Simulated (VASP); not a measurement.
# Pb (Fm-3m) in VASP: notebook, part 2 of 2

VASP 6.6.1. The steps go on from the part before.

**3. Single point, BLYP**

This run uses another cell than the first one, of 29.11 Å³/atom, 0.980 times its volume.

INCAR reads:

```
SYSTEM = Pb
PREC     = Accurate       ! precision mode
ENCUT    = 520            ! plane-wave cutoff, eV
EDIFF    = 1E-7           ! SCF threshold, eV
ISMEAR   = -1             ! smearing method
SIGMA    = 0.05           ! smearing width, eV
LREAL    = .False.        ! projectors in reciprocal space
LASPH    = .True.         ! aspherical terms in the spheres
NELM     = 60             ! most SCF steps
ALGO     = Normal         ! electronic algorithm
ISIF     = 2              ! what is computed and relaxed
LWAVE    = .False.        ! write WAVECAR
LCHARG   = .False.        ! write CHGCAR
GGA      = B5             ! functional
ALDAX    = 1.0          
AGGAX    = 1.0          
AGGAC    = 1.0          
ALDAC    = 0.0          
NBANDS   = 13             ! bands
```

KPOINTS reads:

```
regular mesh
0
Gamma
  9 9 9
  0 0 0
```

POSCAR reads:

```
Pb
1.0
    0.0000000000      2.4415696833      2.4415696833
    2.4415696833      0.0000000000      2.4415696833
    2.4415696833      2.4415696833      0.0000000000
Pb
1
Direct
    0.0000000000      0.0000000000      0.0000000000
```

Potentials or basis: VASP PAW PBE potentials, release 64 (Pb_d).

The run is started by

```console
cat potpaw_PBE.64/Pb_d/POTCAR > POTCAR
mpirun -np 1 vasp_std > vasp.out
```

OUTCAR:

```text
SYSTEM = Pb
   PREC = Accurate
   ENCUT = 520
   EDIFF = 1E-7
   ISMEAR = -1
   LREAL = .False.
   LASPH = .True.
   NELM = 60
   ISIF = 2
   GGA = B5

 ion  position               nearest neighbor table
   1  0.000  0.000  0.000-

  LATTYP: Found a face centered cubic cell.
 ALAT       =     4.8831393666

  Lattice vectors:

 A1 = (   0.0000000000,   2.4415696833,   2.4415696833)
 A2 = (   2.4415696833,   0.0000000000,   2.4415696833)
 A3 = (   2.4415696833,   2.4415696833,   0.0000000000)

Analysis of symmetry for initial positions (statically):
[... 5 lines left out ...]
 face centered cubic supercell.

 Subroutine GETGRP returns: Found 48 space group operations
 (whereof 48 operations were pure point group operations)
 out of a pool of 48 trial point group operations.

The static configuration has the point symmetry O_h .

Analysis of symmetry for dynamics (positions and initial velocities):
[... 5 lines left out ...]
 face centered cubic supercell.

 Subroutine GETGRP returns: Found 48 space group operations
 (whereof 48 operations were pure point group operations)
 out of a pool of 48 trial point group operations.

The dynamic configuration has the point symmetry O_h .

 Subroutine INISYM returns: Found 48 space group operations
 (whereof 48 operations are pure point group operations),
 and found     1 'primitive' translations

----------------------------------------------------------------------------------------

                                     Primitive cell

  volume of cell :      29.1097

  direct lattice vectors                    reciprocal lattice vectors
     0.000000000  2.441569683  2.441569683    -0.204786291  0.204786291  0.204786291
     2.441569683  0.000000000  2.441569683     0.204786291 -0.204786291  0.204786291
     2.441569683  2.441569683  0.000000000     0.204786291  0.204786291 -0.204786291

  length of vectors
     3.452900960  3.452900960  3.452900960     0.354700261  0.354700261  0.354700261

  position of ions in fractional coordinates (direct lattice)
     0.000000000  0.000000000  0.000000000

  ion indices of the primitive-cell ions
   primitive index   ion index
                 1           1

----------------------------------------------------------------------------------------

 KPOINTS: regular mesh

Automatic generation of k-mesh.
 Grid dimensions read from file:
 generate k-points for:    9    9    9

 Generating k-lattice:

  Cartesian coordinates                     Fractional coordinates (reciprocal lattice)
    -0.022754032  0.022754032  0.022754032     0.111111111  0.000000000  0.000000000
     0.022754032 -0.022754032  0.022754032     0.000000000  0.111111111  0.000000000
     0.022754032  0.022754032 -0.022754032     0.000000000  0.000000000  0.111111111

  Length of vectors
     0.039411140  0.039411140  0.039411140

  Shift w.r.t. Gamma in fractional coordinates (k-lattice)
     0.000000000  0.000000000  0.000000000

 Subroutine IBZKPT returns following result:
 ===========================================

 Found     35 irreducible k-points:

 Following reciprocal coordinates:
            Coordinates               Weight
  0.000000  0.000000  0.000000      1.000000
  0.111111  0.000000  0.000000      8.000000
  0.222222  0.000000  0.000000      8.000000
  0.333333  0.000000  0.000000      8.000000
  0.444444  0.000000  0.000000      8.000000
  0.111111  0.111111  0.000000      6.000000
[... 16 lines left out ...]
 -0.333333  0.333333  0.000000     12.000000
  0.444444  0.444444  0.000000      6.000000
 [... further k-points ...]
   k-points           NKPTS =     35   k-points in BZ     NKDIM =     35   number of bands    NBANDS=     13
   number of dos      NEDOS =    301   number of ions     NIONS =      1
   total plane-waves  NPLWV =  21952
   dimension x,y,z NGX =    28 NGY =   28 NGZ =   28
   dimension x,y,z NGXF=    56 NGYF=   56 NGZF=   56
   ions per type =               1
   NGX,Y,Z   is equivalent  to a cutoff of  13.48, 13.48, 13.48 a.u.
   NGXF,Y,Z  is equivalent  to a cutoff of  26.96, 26.96, 26.96 a.u.
 SYSTEM =  Pb
   PREC   = accura    normal or accurate (medium, high low for compatibility)
   ISTART =      0    job   : 0-new  1-cont  2-samecut
   ICHARG =      2    charge: 1-file 2-atom 10-const
   ISPIN  =      1    spin polarized calculation?
   LNONCOLLINEAR =      F non collinear calculations
   LSORBIT =      F    spin-orbit coupling
   LASPH  =      T    aspherical Exc in radial PAW
   ENCUT  =  520.0 eV  38.22 Ry    6.18 a.u.   6.42  6.42  6.42*2*pi/ulx,y,z
   NELM   =     60;   NELMIN=  2; NELMDL= -5     # of ELM steps
   EDIFF  = 0.1E-06   stopping-criterion for ELM
   LREAL  =      F    real-space projection
   EDIFFG = 0.1E-05   stopping-criterion for IOM
   NSW    =      0    number of steps for IOM
   IBRION =     -1    ionic relax: 0-MD 1-quasi-New 2-CG
   NFREE  =      0    steps in history (QN), initial steepest desc. (CG)
   ISIF   =      2    stress and relaxation
   ISYM   =      2    0-nonsym 1-usesym 2-fastsym
   POTIM  = 0.5000    time-step for ionic-motion
   TEBEG  =    0.0;   TEEND  =   0.0 temperature during run
   PSTRESS=    0.0 pullay stress
   NELECT =      14.0000    total number of electrons
   NUPDOWN=      -1.0000    fix difference up-down
   EMIN   =  10.00;   EMAX   =-10.00  energy-range for DOS
   EFERMI =   0.00;   METHOD = LEGACY
   ISMEAR =    -1;   SIGMA  =   0.05  broadening in eV -4-tet -1-fermi 0-gaus
   EFERMI_NEDOS =   21; number of points for ismear=-14 and -15
   IALGO  =     38    algorithm
   IMIX   =      4    mixing-type and parameters
     AMIX     =   0.40;   BMIX     =  1.00
     AMIX_MAG =   1.60;   BMIX_MAG =  1.00
  volume/ion in A,a.u.               =      29.11       196.44
  Fermi-wavevector in a.u.,A,eV,Ry     =   1.282641  2.423840 22.383862  1.645167
  Thomas-Fermi vector in A             =   2.414940
   LORBIT       =      0    0 simple, 1 ext, 2 COOP (PROOUT), +10 PAW based schemes
   GGA     = B5    functional components
   LHFCALC =     F    Hartree Fock is set to
   AEXX    =    0.0000 exact exchange contribution
   IVDW    =     0    specifies the selected vdW correction
   LEPSILON=     F    determine dielectric tensor
   LRPA    =     F    only Hartree local field effects (RPA)
 non-spin polarized calculation
  energy-cutoff  :      520.00
  volume of cell :       29.11
 maximum number of plane-waves:       801
 NGX is ok and might be reduce to    28
   NGX = 13   NGY = 13   NGZ = 13

 number of electron      13.9999999 magnetization

 Free energy of the ion-electron system (eV)
  ---------------------------------------------------
  ext. energy  EPLUGINS =         0.00000000
  ---------------------------------------------------
  free energy    TOTEN  =        -2.75835604 eV

  energy without entropy =       -2.75521525  energy(sigma->0) =       -2.75678564

 E-fermi :   8.1207     XC(G=0):  -9.7874

 val. band max:        7.8977987284   @ k =  -0.3333   0.3333   0.1111
 cond. band min:       8.1231879486   @ k =  -0.2222   0.3333   0.1111
 fundamental gap:      0.2253892202
 Fermi energy:         8.1206581307

 k-point     1 :       0.0000    0.0000    0.0000
  band No.  band energies     occupation
      1      -8.8664      2.00000
      2      -8.8664      2.00000
      3      -8.8664      2.00000
      4      -8.7051      2.00000
      5      -8.7051      2.00000
      6      -3.8159      2.00000
      7      15.8232      0.00000
      8      15.8232      0.00000
      9      15.8232      0.00000
     10      18.3218      0.00000
     11      20.5975      0.00000
     12      21.1771      0.00000
     13      21.1771      0.00000

 k-point     2 :       0.1111    0.0000    0.0000
  band No.  band energies     occupation
      1      -8.8673      2.00000
      2      -8.8477      2.00000
      3      -8.8477      2.00000
      4      -8.7053      2.00000
      5      -8.7053      2.00000
      6      -3.5694      2.00000
      7      13.4878      0.00000
      8      15.5388      0.00000
      9      15.5388      0.00000
     10      17.9858      0.00000
     11      21.3477      0.00000
[... 339 lines left out ...]
 k-point    24 :       0.4444    0.4444    0.0000
  band No.  band energies     occupation
      1      -9.0473      2.00000
      2      -8.9439      2.00000
      3      -8.5681      2.00000
      4      -8.5247      2.00000
      5      -8.5247      2.00000
      6       0.9816      2.00000
      7       5.4636      2.00000
      8      10.3924      0.00000
      9      10.3924      0.00000
     10      14.2322      0.00000
     11      15.3595      0.00000
     12      26.6955      0.00000
     13      28.7217      0.00000

 [... further k-points ...]
[... 5 lines left out ...]
  --------------------------------------------------------------------------------------
  -------------------------------------------------------------------------------------
  Total        1.5711970      1.5711970      1.5711970      0.0000000      0.0000000      0.0000000
  in kB       86.4776457     86.4776457     86.4776457      0.0000000      0.0000000      0.0000000
  external PRESSURE =      86.4776457 kB  Pullay stress =       0.0000000 kB

 VOLUME and BASIS-vectors are now :
 -----------------------------------------------------------------------------
  energy-cutoff  :      520.00
  volume of cell :       29.11
      direct lattice vectors                 reciprocal lattice vectors
     0.000000000  2.441569683  2.441569683    -0.204786291  0.204786291  0.204786291
     2.441569683  0.000000000  2.441569683     0.204786291 -0.204786291  0.204786291
     2.441569683  2.441569683  0.000000000     0.204786291  0.204786291 -0.204786291

 POSITION                                       TOTAL-FORCE (eV/Angst)
 -----------------------------------------------------------------------------------
      0.00000      0.00000      0.00000         0.000000      0.000000      0.000000
 -----------------------------------------------------------------------------------
    total drift:                               -0.000000     -0.000000     -0.000000

  FREE ENERGIE OF THE ION-ELECTRON SYSTEM (eV)
  ---------------------------------------------------
  free  energy   TOTEN  =        -2.7583560377 eV

  energy  without entropy=       -2.7552152460  energy(sigma->0) =       -2.75678564
```

Run time: 16 s. Hardware: 1 thread of AMD EPYC 7R13, shared host; peak memory 0.16 GiB.

What came out:

| Property | Result |
| --- | --- |
| Free energy | -2.7584 eV |
| Pressure | 8.6 GPa |
| Band gap on the k mesh | zero (band 7 reaches 15.82 eV, above the bottom of band 8 at 6.67 eV) |

Caveat: the PAW data sets were made with another functional, which shifts forces and pressure a little; spin-orbit coupling is left out, which moves the levels of the heavy elements.

**4. Single point, BLYP**

INCAR reads:

```
PREC = Accurate
ENCUT = 520
EDIFF = 1E-6
ISMEAR = -1
SIGMA = 0.05
LREAL = F
LASPH = T
NELM = 80
ALGO = Normal
ISIF = 2
LWAVE = F
LCHARG = F
GGA = B5
ALDAX = 1.0
AGGAX = 1.0
AGGAC = 1.0
ALDAC = 0.0
NBANDS = 13
```

KPOINTS reads:

```
Automatic mesh
0
Gamma
  9 9 9
```

POSCAR reads:

```
Pb
1.0
    0.0000000000      2.4584086270      2.4584086270
    2.4584086270      0.0000000000      2.4584086270
    2.4584086270      2.4584086270      0.0000000000
Pb
1
Direct
    0.0000000000      0.0000000000      0.0000000000
```

The run is started by

```console
cat potpaw_PBE.64/Pb_d/POTCAR > POTCAR
mpirun -np 1 vasp_std > vasp.out
```

Run time: 16 s. Hardware: 1 thread of AMD EPYC 7R13, shared host; peak memory 0.16 GiB.

Results (log left out):

| Quantity | Value |
| --- | --- |
| Free energy | -2.7887 eV |
| Pressure | 7.2 GPa |
| Band gap on the k mesh | zero (band 7 reaches 15.41 eV, above the bottom of band 8 at 6.47 eV) |

Levels at points of the mesh, in eV from the Fermi level:
| k point | band 3 | band 4 | band 5 | band 6 | band 7 | band 8 | band 9 | band 10 | band 11 | band 12 |
| --- | --- | --- | --- | --- | --- | --- | --- | --- | --- | --- |
| (0.00, 0.00, 0.00) | -16.98 | -16.82 | -16.82 | -11.80 | 7.53 | 7.53 | 7.53 | 10.18 | 12.20 | 12.89 |

Caveat: the PAW data sets were made with another functional, which shifts forces and pressure a little; spin-orbit coupling is left out, which moves the levels of the heavy elements.

**5. Summary**

```csv
level,cell,gap on the mesh (eV),pressure (GPa)
revPBE+D4,"a = 3.477 Å, angles 60.0°, 1 atom",none,1.3
BLYP,"a = 3.453 Å, angles 60.0°, 1 atom",none,8.6
BLYP,"a = 3.477 Å, angles 60.0°, 1 atom",none,7.2
```

Alike in all rows: task single point; potentials or basis VASP PAW PBE potentials, release 64 (Pb_d); no spin polarisation; k mesh 9 × 9 × 9; cutoff (eV) 520; smearing fermi-dirac 0.05 eV.

Caveats: the PAW data sets were made with another functional, which shifts forces and pressure a little; spin-orbit coupling is left out, which moves the levels of the heavy elements; pairwise dispersion overbinds metals, which lowers pressure and volume (some runs).

Absolute energies hang on the potentials; compare differences alone.
